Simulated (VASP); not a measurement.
BaTiO3:

```
CELL_PARAMETERS angstrom
4.07825 0.00000 0.00000
0.00000 4.07825 0.00000
0.00000 0.00000 4.09680
ATOMIC_POSITIONS crystal
Ba 0.00000 0.00000 0.00000
Ti 0.50000 0.50000 0.49000
O 0.00000 0.50000 0.51700
O 0.50000 0.00000 0.51700
O 0.50000 0.50000 0.01900
```

Base run:

- Program: VASP 6.6.1
- Functional: BLYP
- Dispersion: D4
- Potentials or basis: VASP PAW PBE potentials, release 64 (Ba_sv, Ti_sv, O)
- Cutoff: 520 eV
- k mesh: 7 × 7 × 7
- Occupations: fermi-dirac, width 0.05 eV
- Spin: no spin polarisation

Its results: band gap on the k mesh 1.76 eV, indirect (least direct gap 1.99 eV); pressure -4.7 GPa; largest force 0.571 eV/Å.

Question: After a change of settings the same cell gave: band gap on the k mesh 1.77 eV, indirect (least direct gap 2.00 eV); pressure -7.6 GPa; largest force 0.610 eV/Å. Which change was it?
A. functional from BLYP to revPBE; further incar settings from ALGO = Normal; EDIFF = 1e-06; NBANDS = 28 to ALGO = Normal; EDIFF = 1e-07; NBANDS = 28
B. functional from BLYP to PBE; dispersion from D4 to none
C. functional from BLYP to revPBE; dispersion from D4 to D3(BJ)
D. functional from BLYP to RPBE; dispersion from D4 to D3(BJ)

Answer: C.

Caveats: the PAW data sets were made with another functional, which shifts forces and pressure a little; spin-orbit coupling is left out, which moves the levels of the heavy elements.
